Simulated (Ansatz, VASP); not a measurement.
Two plane-wave programs on Mo2W3

```xyz
5
Lattice="0.0000 2.2315 11.2896 1.5856 0.0000 11.2896 1.5856 2.2315 0.0000" Properties=species:S:1:pos:R:3 pbc="T T T"
Mo    1.5856    2.2315    9.0344
Mo    1.5856    2.2315   13.5447
W     1.5856    2.2315   18.0651
W     0.0000    0.0000    0.0000
W     1.5856    2.2315    4.5140
```

Alike in both runs: functional PBE; k mesh 6 × 6 × 6; occupations gaussian, width 0.2 eV; no spin polarisation.

Ansatz relaxed the structure, and its values are those at the end. VASP's run is a single point on that final structure, the one shown.

```csv
,VASP,Ansatz
version,VASP 6.6.1,Ansatz 0.2.0
potentials or method,"VASP PAW PBE potentials, release 64 (Mo_sv, W_sv), cutoff 520 eV","scalar-relativistic, plane waves, PAW"
valence electrons in the cell,70,70
```

Ansatz gave:

```
gap on the k mesh at the Fermi level (eV) : none
pressure (GPa)                            : -0.3
rms of the force components (eV/Å)        : 0.007
```

Question: Which values does VASP return?

Answer: gap on the k mesh at the Fermi level (eV): none; pressure (GPa): 0.3; rms of the force components (eV/Å): 0.007.

A gap of «none» marks a metal or a gap that the smearing closes. The functional is the same, so the differences come from potentials, cutoffs and numerics.

The k mesh is coarse, so the values compare programs but aren't converged. Spin-orbit coupling is off throughout.
